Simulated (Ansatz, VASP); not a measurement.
**One calculation of Ge, two programs**

```xyz
2
Lattice="0.0000 2.4735 5.1815 1.4559 0.0000 5.1815 1.4559 2.4735 0.0000" Properties=species:S:1:pos:R:3 pbc="T T T"
Ge    1.4559    2.4735    9.0052
Ge    1.4559    2.4735    1.3577
```

Alike in both runs: functional PBEsol; k mesh 22 × 22 × 22; occupations gaussian, width 0.1 eV; no spin polarisation.

Ansatz relaxed the structure, and its values are those at the end. VASP's run is a single point on that final structure, the one shown.

|  | VASP | Ansatz |
| --- | --- | --- |
| version | VASP 6.6.1 | Ansatz 0.2.0 |
| potentials or method | VASP PAW PBE potentials, release 64 (Ge_d), cutoff 520 eV | scalar-relativistic, plane waves, PAW |
| valence electrons in the cell | 28 | 28 |

|  | VASP | Ansatz | Ansatz less VASP |
| --- | --- | --- | --- |
| gap on the k mesh at the Fermi level (eV) | none | none | - |
| pressure (GPa) | 0.0 | 0.0 | -0.01 |

VASP's potentials were made for PBE, not for PBEsol. A gap of «none» marks a metal or a gap that the smearing closes. The functional is the same, so the differences come from potentials, cutoffs and numerics.
